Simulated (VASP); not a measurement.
# V (P6/mmm) in VASP: single point with PBE

Aim: the single point of V with PBE.

Everything below comes from runs of VASP 6.6.1. Logs are shortened: lines on timing, memory, paths and dates and some standing lists are left out, and cuts for length are marked.

**1. The cell of the first run**

It takes space group P6/mmm (No. 191, hexagonal). Conventional cell: a = 4.051 Å, b = 4.051 Å, c = 2.194 Å, α = 90.00°, β = 90.00°, γ = 120.00°. V (site symmetry 6/mmm) has 14 V at 2.19 to 2.58 Å within 2.9 Å. V (site symmetry -6m2) has 11 V at 2.19 to 2.58 Å within 2.9 Å.

This isn't the form of V at room conditions, which is bcc.

**2. Single point, PBE (10.39 Å³/atom)**

POSCAR

```
V
1.0
    4.0505853791      0.0000000000      0.0000000000
   -2.0252926896      3.5079098385      0.0000000000
    0.0000000000      0.0000000000      2.1940143847
V
3
Direct
    0.0000000000      0.0000000000      0.0000000000
    0.3333333333      0.6666666667      0.5000000000
    0.6666666667      0.3333333333      0.5000000000
```

INCAR.step1

```
SYSTEM = V
PREC     = Accurate       ! precision mode
ENCUT    = 520            ! plane-wave cutoff, eV
EDIFF    = 1E-6           ! SCF threshold, eV
ISMEAR   = -1             ! smearing method
SIGMA    = 0.08           ! smearing width, eV
LREAL    = .False.        ! projectors in reciprocal space
LASPH    = .True.         ! aspherical terms in the spheres
NELM     = 100            ! most SCF steps
ALGO     = Normal         ! electronic algorithm
ISIF     = 2              ! what is computed and relaxed
LWAVE    = .False.        ! write WAVECAR
LCHARG   = .True.         ! write CHGCAR
LMAXMIX  = 4              ! l up to which the mixer works
GGA      = PE             ! functional
NBANDS   = 26             ! bands
```

KPOINTS.step1

```
regular mesh
0
Gamma
  8 8 12
  0 0 0
```

INCAR.step2

```
SYSTEM = V
PREC     = Accurate       ! precision mode
ENCUT    = 520            ! plane-wave cutoff, eV
EDIFF    = 1E-6           ! SCF threshold, eV
ISMEAR   = -5             ! smearing method
SIGMA    = 0.08           ! smearing width, eV
LREAL    = .False.        ! projectors in reciprocal space
LASPH    = .True.         ! aspherical terms in the spheres
NELM     = 100            ! most SCF steps
ALGO     = Normal         ! electronic algorithm
ISIF     = 2              ! what is computed and relaxed
LWAVE    = .False.        ! write WAVECAR
LCHARG   = .False.        ! write CHGCAR
LMAXMIX  = 4              ! l up to which the mixer works
GGA      = PE             ! functional
LORBIT   = 11             ! projections on sites
NBANDS   = 26             ! bands
NEDOS    = 2001           ! points of the DOS
ICHARG   = 11             ! starting density
```

KPOINTS.step2

```
regular mesh
0
Gamma
  12 12 18
  0 0 0
```

Potentials or basis: VASP PAW PBE potentials, release 64 (V_sv).

Started as:

```console
cat potpaw_PBE.64/V_sv/POTCAR > POTCAR
cp INCAR.step1 INCAR
cp KPOINTS.step1 KPOINTS
mpirun -np 1 vasp_std > vasp.out
cp INCAR.step2 INCAR
cp KPOINTS.step2 KPOINTS
mpirun -np 1 vasp_std > vasp.out
```

OUTCAR:

```text
SYSTEM = V
   PREC = Accurate
   ENCUT = 520
   EDIFF = 1E-6
   ISMEAR = -5
   LREAL = .False.
   LASPH = .True.
   NELM = 100
   ISIF = 2
   GGA = PE
   LORBIT = 11
   ICHARG = 11

 ion  position               nearest neighbor table
   1  0.000  0.000  0.000-   2 2.58   3 2.58   2 2.58   3 2.58   3 2.58   3 2.58   2 2.58   2 2.58
                             3 2.58   3 2.58   2 2.58   2 2.58
   2  0.333  0.667  0.500-   3 2.34   3 2.34   3 2.34   1 2.58   1 2.58   1 2.58   1 2.58   1 2.58
                             1 2.58
   3  0.667  0.333  0.500-   2 2.34   2 2.34   2 2.34   1 2.58   1 2.58   1 2.58   1 2.58   1 2.58
                             1 2.58

  LATTYP: Found a hexagonal cell.
 ALAT       =     4.0505853791
 C/A-ratio  =     0.5416536573

  Lattice vectors:

 A1 = (   4.0505853791,   0.0000000000,   0.0000000000)
 A2 = (  -2.0252926896,   3.5079098385,   0.0000000000)
 A3 = (   0.0000000000,   0.0000000000,   2.1940143847)

Analysis of symmetry for initial positions (statically):
=====================================================================
 Subroutine PRICEL returns:
 Original cell was already a primitive cell.

 Routine SETGRP: Setting up the symmetry group for a
 hexagonal supercell.

 Subroutine GETGRP returns: Found 24 space group operations
 (whereof 24 operations were pure point group operations)
 out of a pool of 24 trial point group operations.

The static configuration has the point symmetry D_6h.

Analysis of symmetry for dynamics (positions and initial velocities):
=====================================================================
 Subroutine PRICEL returns:
 Original cell was already a primitive cell.

 Routine SETGRP: Setting up the symmetry group for a
 hexagonal supercell.

 Subroutine GETGRP returns: Found 24 space group operations
 (whereof 24 operations were pure point group operations)
 out of a pool of 24 trial point group operations.

The dynamic configuration has the point symmetry D_6h.

 Subroutine INISYM returns: Found 24 space group operations
 (whereof 24 operations are pure point group operations),
 and found     1 'primitive' translations

----------------------------------------------------------------------------------------

                                     Primitive cell

  volume of cell :      31.1749

[... 95 lines left out ...]
   NSW    =      0    number of steps for IOM
   IBRION =     -1    ionic relax: 0-MD 1-quasi-New 2-CG
   NFREE  =      0    steps in history (QN), initial steepest desc. (CG)
   ISIF   =      2    stress and relaxation
   ISYM   =      2    0-nonsym 1-usesym 2-fastsym
   POTIM  = 0.5000    time-step for ionic-motion
   TEBEG  =    0.0;   TEEND  =   0.0 temperature during run
   PSTRESS=    0.0 pullay stress
   NELECT =      39.0000    total number of electrons
   NUPDOWN=      -1.0000    fix difference up-down
   EMIN   =  10.00;   EMAX   =-10.00  energy-range for DOS
   EFERMI =   0.00;   METHOD = LEGACY
   ISMEAR =    -5;   SIGMA  =   0.08  broadening in eV -4-tet -1-fermi 0-gaus
   EFERMI_NEDOS =   21; number of points for ismear=-14 and -15
   IALGO  =     38    algorithm
   IMIX   =      4    mixing-type and parameters
     AMIX     =   0.40;   BMIX     =  1.00
     AMIX_MAG =   1.60;   BMIX_MAG =  1.00
  volume/ion in A,a.u.               =      10.39        70.13
  Fermi-wavevector in a.u.,A,eV,Ry     =   1.763983  3.333445 42.336393  3.111637
  Thomas-Fermi vector in A             =   2.832051
   LORBIT       =     11    0 simple, 1 ext, 2 COOP (PROOUT), +10 PAW based schemes
   GGA     = PE    functional components
   LHFCALC =     F    Hartree Fock is set to
   AEXX    =    0.0000 exact exchange contribution
   IVDW    =     0    specifies the selected vdW correction
   LEPSILON=     F    determine dielectric tensor
   LRPA    =     F    only Hartree local field effects (RPA)
 non-spin polarized calculation
 Fermi weights with tetrahedron method with Bloechl corrections
  energy-cutoff  :      520.00
  volume of cell :       31.17
 maximum number of plane-waves:       858

 number of electron      39.0000008 magnetization

 Free energy of the ion-electron system (eV)
  ---------------------------------------------------
  ext. energy  EPLUGINS =         0.00000000
  ---------------------------------------------------
  free energy    TOTEN  =       -24.57339889 eV

  energy without entropy =      -24.57339889  energy(sigma->0) =      -24.57339889

 E-fermi :  13.5856     XC(G=0): -14.3604

 val. band max:       13.6657958694   @ k =   0.3333   0.2500   0.5000
 cond. band min:      13.3492540314   @ k =   0.0000   0.0000   0.5000
 fundamental gap:     -0.3165418380
 Fermi energy:        13.5855935218

 k-point     1 :       0.0000    0.0000    0.0000
  band No.  band energies     occupation
      1     -50.3219      2.00000
      2     -49.8578      2.00000
      3     -49.7981      2.00000
      4     -24.4432      2.00000
      5     -24.4432      2.00000
      6     -24.1606      2.00000
[... 685 lines left out ...]
     25      17.3737      0.00000
     26      17.6704      0.00000

 [... further k-points ...]

------------------------ aborting loop because EDIFF is reached ----------------------------------------

  FORCE on cell =-STRESS in cart. coord.  units (eV):
  Direction    XX          YY          ZZ          XY          YZ          ZX
  --------------------------------------------------------------------------------------
  -------------------------------------------------------------------------------------
  Total       15.7714495     15.7714495     15.6762609     -0.0000000     -0.0000000      0.0000000
  in kB      810.5438370    810.5438370    805.6517981     -0.0000000     -0.0000000      0.0000000
  external PRESSURE =     808.9131574 kB  Pullay stress =       0.0000000 kB

 VOLUME and BASIS-vectors are now :
 -----------------------------------------------------------------------------
  energy-cutoff  :      520.00
  volume of cell :       31.17
      direct lattice vectors                 reciprocal lattice vectors
     4.050585379  0.000000000  0.000000000     0.246877897  0.142535020  0.000000000
    -2.025292690  3.507909838  0.000000000     0.000000000  0.285070041  0.000000000
     0.000000000  0.000000000  2.194014385     0.000000000  0.000000000  0.455785526

 POSITION                                       TOTAL-FORCE (eV/Angst)
 -----------------------------------------------------------------------------------
      0.00000      0.00000      0.00000         0.000000      0.000000      0.000000
     -0.00000      2.33861      1.09701        -0.000000      0.000000     -0.000000
      2.02529      1.16930      1.09701         0.000000     -0.000000      0.000000
 -----------------------------------------------------------------------------------
    total drift:                               -0.000000      0.000000     -0.000000

  FREE ENERGIE OF THE ION-ELECTRON SYSTEM (eV)
  ---------------------------------------------------
  free  energy   TOTEN  =       -24.5733988877 eV

  energy  without entropy=      -24.5733988877  energy(sigma->0) =      -24.57339889

 total charge

# of ion       s       p       d       tot
------------------------------------------
    1        2.423   6.337   3.455  12.214
    2        2.429   6.297   3.541  12.267
    3        2.429   6.297   3.541  12.267
--------------------------------------------------
tot          7.281  18.931  10.537  36.749
```

OUTCAR.step1:

```text
SYSTEM = V
   PREC = Accurate
   ENCUT = 520
   EDIFF = 1E-6
   ISMEAR = -1
[... 925 lines left out ...]
      0.00000      0.00000      0.00000         0.000000      0.000000      0.000000
     -0.00000      2.33861      1.09701         0.000000     -0.000000     -0.000000
      2.02529      1.16930      1.09701        -0.000000      0.000000      0.000000
 -----------------------------------------------------------------------------------
    total drift:                               -0.000000      0.000000      0.000000

  FREE ENERGIE OF THE ION-ELECTRON SYSTEM (eV)
  ---------------------------------------------------
  free  energy   TOTEN  =       -24.5874113911 eV

  energy  without entropy=      -24.5267278199  energy(sigma->0) =      -24.55706961
```

Wall time 3.4 min (1 thread of Intel Xeon 8259CL, shared host); peak memory 0.23 GiB.

What came out:

```yaml
Valence_electrons_inside_the_program's_atomic_spheres: V 12.21, 12.27 (each value once)
```

Levels at points of the mesh, in eV from the Fermi level:
```csv
k point,band 17,band 18,band 19,band 20,band 21,band 22,band 23,band 24
"(0.00, 0.00, 0.00)",-1.62,-1.62,-1.51,-1.14,0.55,0.55,3.00,3.00
"(0.50, 0.00, 0.00)",-2.06,-1.85,-1.30,-1.13,1.85,2.12,3.09,3.21
"(0.00, 0.00, 0.50)",-1.66,-0.70,-0.24,-0.24,1.18,1.18,3.44,3.44
"(0.50, 0.00, 0.50)",-1.54,-1.02,-0.79,0.87,0.93,2.33,2.53,3.10
```
